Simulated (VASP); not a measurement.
# Ir (P3m1) in VASP: single point with PBE

Aim: the single point of Ir with PBE.

Program: VASP 6.6.1. These are calculated values, not measurements. Logs are shortened: lines on timing, memory, paths and dates and some standing lists are left out, and cuts for length are marked.

### 1 The cell of the first run

Symmetry: P3m1, No. 156, trigonal system. Conventional cell: a = 2.739 Å, b = 2.739 Å, c = 20.112 Å, α = 90.00°, β = 90.00°, γ = 120.00°. Within 3.6 Å of Ir (site symmetry 3m) lie 12 Ir at 2.74 to 2.75 Å. Within 3.6 Å of Ir (site symmetry 3m) lie 12 Ir at 2.73 to 2.75 Å. Within 3.6 Å of Ir (site symmetry 3m) lie 12 Ir at 2.73 to 2.74 Å. Ir (site symmetry 3m) has 12 Ir at 2.73 to 2.74 Å within 3.6 Å. Within 3.6 Å of Ir (site symmetry 3m) lie 12 Ir at 2.73 to 2.74 Å. Within 3.6 Å of Ir (site symmetry 3m) lie 12 Ir at 2.73 to 2.75 Å. Ir (site symmetry 3m) has 12 Ir at 2.74 to 2.75 Å within 3.6 Å. Within 3.6 Å of Ir (site symmetry 3m) lie 12 Ir at 2.72 to 2.74 Å.

### 2 Single point, PBE

INCAR reads:

```
ALGO     = Fast           # electronic algorithm
EDIFF    = 1E-6           # SCF threshold, eV
ENCUT    = 520            # plane-wave cutoff, eV
GGA      = PE             # functional
ISIF     = 2              # what is computed and relaxed
ISMEAR   = 0              # smearing method
LASPH    = T              # aspherical terms in the spheres
LCHARG   = T              # write CHGCAR
LELF     = T              # ELF
LREAL    = F              # projectors in reciprocal space
LVHAR    = T            
LWAVE    = F              # write WAVECAR
NBANDS   = 50             # bands
NELM     = 100            # most SCF steps
PREC     = Accurate       # precision mode
SIGMA    = 0.1            # smearing width, eV
```

KPOINTS reads:

```
k-points
0
Gamma
  18 18 3
```

POSCAR reads:

```
Ir
1.0
    2.7394435628      0.0000000000      0.0000000000
   -1.3697217814      2.3724277176      0.0000000000
    0.0000000000      0.0000000000     20.1123040783
Ir
9
Direct
    0.0000000000      0.0000000000     -0.0000398126
    0.3333333333      0.6666666667      0.1116215824
    0.0000000000      0.0000000000      0.2224903291
    0.6666666667      0.3333333333      0.3332710647
    0.3333333333      0.6666666667      0.4445939780
    0.0000000000      0.0000000000      0.5551063404
    0.6666666667      0.3333333333      0.6668100535
    0.0000000000      0.0000000000      0.7779493259
    0.3333333333      0.6666666667      0.8881971386
```

Potentials or basis: VASP PAW PBE potentials, release 64 (Ir).

Launch:

```console
cat potpaw_PBE.64/Ir/POTCAR > POTCAR
mpirun -np 1 vasp_std > vasp.out
```

OUTCAR:

```text
EDIFF = 1E-6
   ENCUT = 520
   GGA = PE
   ISIF = 2
   ISMEAR = 0
   LASPH = T
   LREAL = F
   NELM = 100
   PREC = Accurate

 ion  position               nearest neighbor table
   1  0.000  0.000  1.000-   2 2.75   2 2.75   2 2.75   9 2.75   9 2.75   9 2.75
   2  0.333  0.667  0.112-   3 2.73   3 2.73   3 2.73   1 2.75   1 2.75   1 2.75
   3  0.000  0.000  0.222-   4 2.73   4 2.73   4 2.73   2 2.73   2 2.73   2 2.73
   4  0.667  0.333  0.333-   3 2.73   3 2.73   3 2.73   5 2.74   5 2.74   5 2.74
   5  0.333  0.667  0.445-   6 2.73   6 2.73   6 2.73   4 2.74   4 2.74   4 2.74
   6  0.000  0.000  0.555-   5 2.73   5 2.73   5 2.73   7 2.75   7 2.75   7 2.75
   7  0.667  0.333  0.667-   8 2.74   8 2.74   8 2.74   6 2.75   6 2.75   6 2.75
   8  0.000  0.000  0.778-   9 2.72   9 2.72   9 2.72   7 2.74   7 2.74   7 2.74
   9  0.333  0.667  0.888-   8 2.72   8 2.72   8 2.72   1 2.75   1 2.75   1 2.75

  LATTYP: Found a hexagonal cell.
 ALAT       =     2.7394435628
 C/A-ratio  =     7.3417479197

  Lattice vectors:

 A1 = (   2.7394435628,   0.0000000000,   0.0000000000)
 A2 = (  -1.3697217814,   2.3724277176,   0.0000000000)
 A3 = (   0.0000000000,   0.0000000000,  20.1123040783)

Analysis of symmetry for initial positions (statically):
=====================================================================
 Subroutine PRICEL returns:
 Original cell was already a primitive cell.

 Routine SETGRP: Setting up the symmetry group for a
 hexagonal supercell.

 Subroutine GETGRP returns: Found  6 space group operations
 (whereof  6 operations were pure point group operations)
 out of a pool of 24 trial point group operations.

The static configuration has the point symmetry C_3v.

Analysis of symmetry for dynamics (positions and initial velocities):
=====================================================================
 Subroutine PRICEL returns:
 Original cell was already a primitive cell.

 Routine SETGRP: Setting up the symmetry group for a
 hexagonal supercell.

 Subroutine GETGRP returns: Found  6 space group operations
 (whereof  6 operations were pure point group operations)
 out of a pool of 24 trial point group operations.

The dynamic configuration has the point symmetry C_3v.

 Subroutine INISYM returns: Found  6 space group operations
 (whereof  6 operations are pure point group operations),
 and found     1 'primitive' translations

----------------------------------------------------------------------------------------

                                     Primitive cell

  volume of cell :     130.7125

  direct lattice vectors                    reciprocal lattice vectors
     2.739443563  0.000000000  0.000000000     0.365037635  0.210754577  0.000000000
    -1.369721781  2.372427718  0.000000000     0.000000000  0.421509154  0.000000000
     0.000000000  0.000000000 20.112304078     0.000000000  0.000000000  0.049720808

  length of vectors
     2.739443563  2.739443563 20.112304078     0.421509154  0.421509154  0.049720808

  position of ions in fractional coordinates (direct lattice)
     0.000000000  0.000000000  0.999960187
     0.333333333  0.666666667  0.111621582
     0.000000000  0.000000000  0.222490329
     0.666666667  0.333333333  0.333271065
     0.333333333  0.666666667  0.444593978
     0.000000000  0.000000000  0.555106340
     0.666666667  0.333333333  0.666810054
     0.000000000  0.000000000  0.777949326
     0.333333333  0.666666667  0.888197139

  ion indices of the primitive-cell ions
   primitive index   ion index
                 1           1
                 2           2
                 3           3
                 4           4
                 5           5
                 6           6
                 7           7
                 8           8
                 9           9

----------------------------------------------------------------------------------------

 KPOINTS: k-points

Automatic generation of k-mesh.
 Grid dimensions read from file:
 generate k-points for:   18   18    3

 Generating k-lattice:

  Cartesian coordinates                     Fractional coordinates (reciprocal lattice)
     0.020279869  0.011708588  0.000000000     0.055555556 -0.000000000  0.000000000
     0.000000000  0.023417175  0.000000000     0.000000000  0.055555556  0.000000000
     0.000000000  0.000000000  0.016573603     0.000000000  0.000000000  0.333333333

  Length of vectors
     0.023417175  0.023417175  0.016573603

  Shift w.r.t. Gamma in fractional coordinates (k-lattice)
     0.000000000  0.000000000  0.000000000

 Subroutine IBZKPT returns following result:
 ===========================================

 Found    101 irreducible k-points:

 Following reciprocal coordinates:
            Coordinates               Weight
  0.000000  0.000000  0.000000      1.000000
  0.055556  0.000000  0.000000      6.000000
  0.111111  0.000000  0.000000      6.000000
  0.166667  0.000000  0.000000      6.000000
  0.222222  0.000000  0.000000      6.000000
  0.277778  0.000000  0.000000      6.000000
[... 16 lines left out ...]
  0.333333  0.111111  0.000000     12.000000
  0.388889  0.111111  0.000000     12.000000
 [... further k-points ...]
   k-points           NKPTS =    101   k-points in BZ     NKDIM =    101   number of bands    NBANDS=     50
   number of dos      NEDOS =    301   number of ions     NIONS =      9
   total plane-waves  NPLWV =  60000
   dimension x,y,z NGX =    20 NGY =   20 NGZ =  150
   dimension x,y,z NGXF=    40 NGYF=   40 NGZF=  300
   ions per type =               9
   NGX,Y,Z   is equivalent  to a cutoff of  12.14, 12.14, 12.40 a.u.
   NGXF,Y,Z  is equivalent  to a cutoff of  24.27, 24.27, 24.80 a.u.
 SYSTEM =  unknown system
   PREC   = accura    normal or accurate (medium, high low for compatibility)
   ISTART =      0    job   : 0-new  1-cont  2-samecut
   ICHARG =      2    charge: 1-file 2-atom 10-const
   ISPIN  =      1    spin polarized calculation?
   LNONCOLLINEAR =      F non collinear calculations
   LSORBIT =      F    spin-orbit coupling
   LASPH  =      T    aspherical Exc in radial PAW
   ENCUT  =  520.0 eV  38.22 Ry    6.18 a.u.   5.09  5.09 37.40*2*pi/ulx,y,z
   NELM   =    100;   NELMIN=  2; NELMDL= -5     # of ELM steps
   EDIFF  = 0.1E-05   stopping-criterion for ELM
   LREAL  =      F    real-space projection
   EDIFFG = 0.1E-04   stopping-criterion for IOM
   NSW    =      0    number of steps for IOM
   IBRION =     -1    ionic relax: 0-MD 1-quasi-New 2-CG
   NFREE  =      0    steps in history (QN), initial steepest desc. (CG)
   ISIF   =      2    stress and relaxation
   ISYM   =      2    0-nonsym 1-usesym 2-fastsym
   POTIM  = 0.5000    time-step for ionic-motion
   TEBEG  =    0.0;   TEEND  =   0.0 temperature during run
   PSTRESS=    0.0 pullay stress
   NELECT =      81.0000    total number of electrons
   NUPDOWN=      -1.0000    fix difference up-down
   EMIN   =  10.00;   EMAX   =-10.00  energy-range for DOS
   EFERMI =   0.00;   METHOD = LEGACY
   ISMEAR =     0;   SIGMA  =   0.10  broadening in eV -4-tet -1-fermi 0-gaus
   EFERMI_NEDOS =   21; number of points for ismear=-14 and -15
   IALGO  =     68    algorithm
   IMIX   =      4    mixing-type and parameters
     AMIX     =   0.40;   BMIX     =  1.00
     AMIX_MAG =   1.60;   BMIX_MAG =  1.00
  volume/ion in A,a.u.               =      14.52        98.01
  Fermi-wavevector in a.u.,A,eV,Ry     =   1.395717  2.637523 26.504512  1.948027
  Thomas-Fermi vector in A             =   2.519142
   LORBIT       =      0    0 simple, 1 ext, 2 COOP (PROOUT), +10 PAW based schemes
   GGA     = PE    functional components
   LHFCALC =     F    Hartree Fock is set to
   AEXX    =    0.0000 exact exchange contribution
   IVDW    =     0    specifies the selected vdW correction
   LEPSILON=     F    determine dielectric tensor
   LRPA    =     F    only Hartree local field effects (RPA)
 non-spin polarized calculation
 RMM-DIIS sequential band-by-band and
 Gauss-broadening in eV      SIGMA  =   0.10
  energy-cutoff  :      520.00
  volume of cell :      130.71
 maximum number of plane-waves:      3543
   NGX = 11   NGY = 11   NGZ = 75

 number of electron      81.0000001 magnetization

 Free energy of the ion-electron system (eV)
  ---------------------------------------------------
  ext. energy  EPLUGINS =         0.00000000
  ---------------------------------------------------
  free energy    TOTEN  =       -79.38108362 eV

  energy without entropy =      -79.33235961  energy(sigma->0) =      -79.35672162

 E-fermi :   9.9961     XC(G=0): -13.8322

 val. band max:        9.9943818625   @ k =  -0.1111   0.5000   0.3333
 cond. band min:       9.9968745731   @ k =   0.4444   0.0000   0.3333
 fundamental gap:      0.0024927106
 Fermi energy:         9.9961240067

 k-point     1 :       0.0000    0.0000    0.0000
  band No.  band energies     occupation
      1      -0.8836      2.00000
      2      -0.3691      2.00000
      3      -0.3501      2.00000
      4       0.9429      2.00000
      5       0.9490      2.00000
      6       1.9717      2.00000
[... 42 lines left out ...]
     49       9.9742      1.24310
     50       9.9743      1.24291

 k-point     2 :       0.0556    0.0000    0.0000
  band No.  band energies     occupation
      1      -0.7647      2.00000
      2      -0.2542      2.00000
      3      -0.2353      2.00000
      4       1.0544      2.00000
      5       1.0603      2.00000
      6       2.0891      2.00000
[... 42 lines left out ...]
     49      10.0250      0.68338
     50      10.2021      0.00359

 k-point     3 :       0.1111    0.0000    0.0000
  band No.  band energies     occupation
      1      -0.4172      2.00000
      2       0.0787      2.00000
      3       0.0977      2.00000
      4       1.3701      2.00000
      5       1.3760      2.00000
      6       2.4198      2.00000
[... 42 lines left out ...]
     49      10.4423      0.00000
     50      10.7048      0.00000

 k-point     4 :       0.1667    0.0000    0.0000
  band No.  band energies     occupation
      1       0.1290      2.00000
      2       0.5889      2.00000
      3       0.6129      2.00000
      4       1.8237      2.00000
      5       1.8310      2.00000
      6       2.8688      2.00000
[... 999 lines left out ...]
 k-point    23 :       0.3333    0.1111    0.0000
  band No.  band energies     occupation
      1       2.5244      2.00000
      2       2.6678      2.00000
      3       2.7571      2.00000
      4       2.9113      2.00000
      5       3.0271      2.00000
      6       3.2558      2.00000
[... 42 lines left out ...]
     49      11.7853      0.00000
     50      11.8666      0.00000

 k-point    24 :       0.3889    0.1111    0.0000
  band No.  band energies     occupation
      1       2.5110      2.00000
      2       2.6498      2.00000
      3       2.6996      2.00000
      4       2.8890      2.00000
      5       2.9516      2.00000
      6       3.1360      2.00000
[... 42 lines left out ...]
     49      12.7215      0.00000
     50      12.9203      0.00000

 [... further k-points ...]

------------------------ aborting loop because EDIFF is reached ----------------------------------------

  FORCE on cell =-STRESS in cart. coord.  units (eV):
  Direction    XX          YY          ZZ          XY          YZ          ZX
  --------------------------------------------------------------------------------------
  -------------------------------------------------------------------------------------
  Total        0.4244425      0.4244425      0.4482656      0.0000000      0.0000000      0.0000000
  in kB        5.2025028      5.2025028      5.4945084      0.0000000      0.0000000      0.0000000
  external PRESSURE =       5.2998380 kB  Pullay stress =       0.0000000 kB

 VOLUME and BASIS-vectors are now :
 -----------------------------------------------------------------------------
  energy-cutoff  :      520.00
  volume of cell :      130.71
      direct lattice vectors                 reciprocal lattice vectors
     2.739443563  0.000000000  0.000000000     0.365037635  0.210754577  0.000000000
    -1.369721781  2.372427718  0.000000000     0.000000000  0.421509154  0.000000000
     0.000000000  0.000000000 20.112304078     0.000000000  0.000000000  0.049720808

 POSITION                                       TOTAL-FORCE (eV/Angst)
 -----------------------------------------------------------------------------------
      0.00000      0.00000     20.11150        -0.000000      0.000000      0.000956
     -0.00000      1.58162      2.24497        -0.000000      0.000000     -0.003532
      0.00000      0.00000      4.47479        -0.000000     -0.000000      0.001656
      1.36972      0.79081      6.70285        -0.000000      0.000000      0.001045
     -0.00000      1.58162      8.94181         0.000000      0.000000     -0.002386
      0.00000      0.00000     11.16447         0.000000      0.000000      0.003042
      1.36972      0.79081     13.41109        -0.000000      0.000000     -0.002378
      0.00000      0.00000     15.64635         0.000000      0.000000     -0.002659
     -0.00000      1.58162     17.86369         0.000000      0.000000      0.004255
 -----------------------------------------------------------------------------------
    total drift:                                0.000000      0.000000      0.000013

  FREE ENERGIE OF THE ION-ELECTRON SYSTEM (eV)
  ---------------------------------------------------
  free  energy   TOTEN  =       -79.3810836243 eV

  energy  without entropy=      -79.3323596093  energy(sigma->0) =      -79.35672162
```

It took 16 min on 1 thread of Intel Xeon 6975P-C (Granite Rapids), shared host; peak memory 0.55 GiB.

Results:

```
Free energy   : -79.3811 eV
Pressure      : 0.5 GPa
Largest force : 0.004 eV/Å
```

Forces in eV/Å, atoms in the order of the input:
```
Ir   0.000  0.000  0.001
Ir   0.000  0.000 -0.004
Ir   0.000  0.000  0.002
Ir   0.000  0.000  0.001
Ir   0.000  0.000 -0.002
Ir   0.000  0.000  0.003
Ir   0.000  0.000 -0.002
Ir   0.000  0.000 -0.003
Ir   0.000  0.000  0.004
```

Caveat: the bands computed are all filled at some k points, so no gap is given; spin-orbit coupling is left out, which moves the levels of the heavy elements.
